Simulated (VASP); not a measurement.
A run of VASP 6.6.1 is set up as follows.

Contents of INCAR:

```
  ALGO = Normal
  EDIFF = 1E-6
  ENCUT = 520
  GGA = PS
  ISIF = 2
  ISMEAR = 0
  LASPH = T
  LCHARG = T
  LELF = T
  LREAL = F
  LVHAR = T
  LWAVE = F
  NBANDS = 96
  NELM = 80
  PREC = Accurate
  SIGMA = 0.05
```

The input KPOINTS:

```
k-points
0
Gamma
  1 1 20
```

File POSCAR:

```
W
1.0
   16.7000000000      0.0000000000      0.0000000000
    0.0000000000     16.0000000000      0.0000000000
    0.0000000000      0.0000000000      2.6613212445
W
12
Direct
    0.3487989877      0.4321171614      0.0000751290
    0.3505437011      0.7019915702      0.0003824395
    0.2769263272      0.5689341084      0.6663966595
    0.5736084619      0.2987560308     -0.0003698962
    0.5780744133      0.5702906913      0.0000306873
    0.5000000000      0.4291316008      0.6666666667
    0.5000000000      0.7054968396      0.6666666667
    0.7230736728      0.5689341084      0.6669366738
    0.4263915381      0.2987560308      0.3337032295
    0.4219255867      0.5702906913      0.3333026461
    0.6512010123      0.4321171614      0.3332582043
    0.6494562989      0.7019915702      0.3329508938
```

Potentials or basis: VASP PAW PBE potentials, release 64 (W_sv).

The run is started by

```bash
$ cat potpaw_PBE.64/W_sv/POTCAR > POTCAR
$ mpirun -np 1 vasp_std > vasp.out
```

Q: Estimate the band gap on the k mesh.

A: Zero (bands 84 and 85 overlap by 1.08 eV).

Q: Predict the largest force.

A: 0.071 eV/Å.

Forces in eV/Å, atoms in the order of the input:
```
W   -0.039 -0.023  0.000
W   -0.034  0.061  0.003
W   -0.070 -0.001 -0.004
W    0.036 -0.060 -0.003
W   -0.025 -0.013 -0.002
W    0.000  0.028  0.000
W    0.000  0.044  0.000
W    0.070 -0.001  0.004
W   -0.036 -0.060  0.003
W    0.025 -0.013  0.002
W    0.039 -0.023  0.000
W    0.034  0.061 -0.003
```

Caveat: the PAW data sets were made with another functional, which shifts forces and pressure a little; spin-orbit coupling is left out, which moves the levels of the heavy elements.
